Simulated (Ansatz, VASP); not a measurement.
**ZnSe: VASP beside Ansatz**

```
Zn Se
1.0
     7.99728    0.00000    0.00000
     0.00000    5.65493    0.00000
     0.00000    0.00000   27.15796
Zn Se
8 8
Direct
  0.25000 0.50000 0.29457
  0.75000 0.50000 0.29457
  0.50000 0.00000 0.36819
  0.00000 0.00000 0.36819
  0.75000 0.50284 0.44506
  0.25001 0.50585 0.44566
  0.00039 0.93224 0.49912
  0.49965 0.93224 0.49913
  0.50000 0.25000 0.29457
  0.00000 0.25000 0.29457
  0.75000 0.75000 0.36819
  0.25000 0.75000 0.36819
  0.00067 0.25388 0.44201
  0.49935 0.25387 0.44202
  0.25002 0.72854 0.52293
  0.75002 0.72789 0.52149
```

Alike in both runs: task single point; functional PBE; dispersion D3(BJ); k mesh 2 × 3 × 1; occupations gaussian, width 0.05 eV; no spin polarisation.

|  | VASP | Ansatz |
| --- | --- | --- |
| version | VASP 6.6.1 | Ansatz 0.2.0 |
| potentials or method | VASP PAW PBE potentials, release 64 (Zn, Se), cutoff 520 eV | scalar-relativistic, plane waves, PAW |
| valence electrons in the cell | 144 | 224 |

|  | VASP | Ansatz | Ansatz less VASP |
| --- | --- | --- | --- |
| gap on the k mesh at the Fermi level (eV) | 1.40 | 1.40 | +0.007 |
| least direct gap on the mesh (eV) | 1.40 | 1.40 | +0.007 |
| rms of the force components (eV/Å) | 0.360 | 0.361 | +0.0005 |

VASP's potentials hold 144 valence electrons a cell and Ansatz's 224, so a difference there can come from the potentials and not from the codes.
